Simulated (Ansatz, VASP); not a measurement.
YTe: VASP beside Ansatz

```
Y Te
1.0
     0.00000    3.04000    3.04000
     3.04000    0.00000    3.04000
     3.04000    3.04000    0.00000
Y Te
1 1
Direct
  0.48500 0.48500 0.51500
  0.01500 0.01500 0.98500
```

Alike in both runs: task single point; functional LDA; k mesh 9 × 9 × 9; occupations fermi-dirac, width 0.05 eV; collinear spin.

|  | VASP | Ansatz |
| --- | --- | --- |
| version | VASP 6.6.1 | Ansatz 0.2.0 |
| potentials or method | VASP PAW LDA potentials, release 64 (Y_sv, Te) | PAW with Ansatz's default frozen-core files, scalar-relativistic |
| plane-wave cutoff (eV) | 520 | 420 |
| valence electrons in the cell | 17 | 27 |

VASP gave:

```
gap on the k mesh at the Fermi level (eV)                     : none
pressure (GPa)                                                : -0.7
traceless stress, the component that is largest in VASP (GPa) : 2.35
rms of the force components (eV/Å)                            : 0.666
net moment per atom (μB)                                      : 0.00
```

Question: Estimate Ansatz's values.

Answer: gap on the k mesh at the Fermi level (eV): none; pressure (GPa): -0.8; traceless stress, the component that is largest in VASP (GPa): 2.34; rms of the force components (eV/Å): 0.662; net moment per atom (μB): 0.00.

LDA's correlation is that of Perdew and Zunger in VASP and of Perdew and Wang (1992) in Ansatz. Atom by atom the forces differ by 0.004 eV/Å (rms over components). A gap of «none» marks a metal or a gap that the smearing closes. VASP's potentials hold 17 valence electrons a cell and Ansatz's 27, so a difference there can come from the potentials and not from the codes. Ansatz's warnings: seeded moment not kept.

Spin-orbit coupling is off throughout.
